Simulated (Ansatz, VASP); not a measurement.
# TaSi2: VASP beside Ansatz

```
Ta Si
1.0
     4.78390    0.00000    0.00000
    -2.39195    4.14298    0.00000
     0.00000    0.00000    6.57000
Ta Si
3 6
Direct
  0.00000 0.50000 0.33333
  0.50000 0.50000 0.66667
  0.50000 0.00000 0.00000
  0.31794 0.15897 0.33333
  0.15897 0.84103 0.66667
  0.84103 0.68206 0.00000
  0.68206 0.84103 0.33333
  0.84103 0.15897 0.66667
  0.15897 0.31794 0.00000
```

Alike in both runs: task relaxation of cell and atoms; functional LDA; k mesh 7 × 7 × 4; occupations fermi-dirac, width 0.05 eV; no spin polarisation.

|  | VASP | Ansatz |
| --- | --- | --- |
| version | VASP 6.6.1 | Ansatz 0.2.0 |
| potentials or method | VASP PAW LDA potentials, release 64 (Ta_pv, Si) | Ansatz PAW |
| plane-wave cutoff (eV) | 600 | 420 |
| valence electrons in the cell | 57 | 63 |

Ansatz gave:

```
gap on the k mesh at the Fermi level, each at its own relaxed structure (eV) : none
relaxed volume (Å³/atom)                                                     : 14.04
relaxed cell length with the largest relative difference (Å)                 : 4.729
```

Task: Estimate VASP's values.

Result: gap on the k mesh at the Fermi level, each at its own relaxed structure (eV): none; relaxed volume (Å³/atom): 14.09; relaxed cell length with the largest relative difference (Å): 4.734.

LDA's correlation is that of Perdew and Zunger in VASP and of Perdew and Wang (1992) in Ansatz. A gap of «none» marks a metal or a gap that the smearing closes. VASP's potentials hold 57 valence electrons a cell and Ansatz's 63, so a difference there can come from the potentials and not from the codes.

Spin-orbit coupling is off throughout. Noted on Ansatz's run: the plane-wave basis is chosen anew once the cell has moved, so the energies of steps on either side of that aren't comparable.
